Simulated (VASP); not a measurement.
# Sn: single point with BLYP

Sn:

```
CELL_PARAMETERS angstrom
0.00000 3.40917 3.40917
3.40917 0.00000 3.40917
3.40917 3.40917 0.00000
ATOMIC_POSITIONS crystal
Sn 0.75000 0.75000 0.75000
Sn 0.50000 0.50000 0.50000
```

```yaml
Program: VASP 6.6.1
Task: single point
Functional: BLYP
Potentials_or_basis: VASP PAW PBE potentials, release 64 (Sn_d)
Cutoff: 520 eV
k_mesh: 7 × 7 × 7
Occupations: fermi-dirac, width 0.05 eV
Spin: no spin polarisation
```

```json
{
  "Pressure": "0.0 GPa",
  "Band gap on the k mesh": "zero (band 14 reaches 4.70 eV, above the bottom of band 15 at 4.37 eV)"
}
```

Levels at points of the mesh, in eV from the Fermi level:
```
           k point  band 11  band 12  band 13  band 14  band 15  band 16  band 17  band 18
(0.00, 0.00, 0.00)    -9.58    -1.64     0.24     0.24     0.24     2.27     2.27     2.27
```

Run time: 48 s on 1 thread of Intel(R) Xeon(R) Platinum 8375C CPU @ 2.90GHz (Ice Lake), on a shared host, peak memory 0.2 GiB.

Caveat: the PAW data sets were made with another functional, which shifts forces and pressure a little; spin-orbit coupling is left out, which moves the levels of the heavy elements.
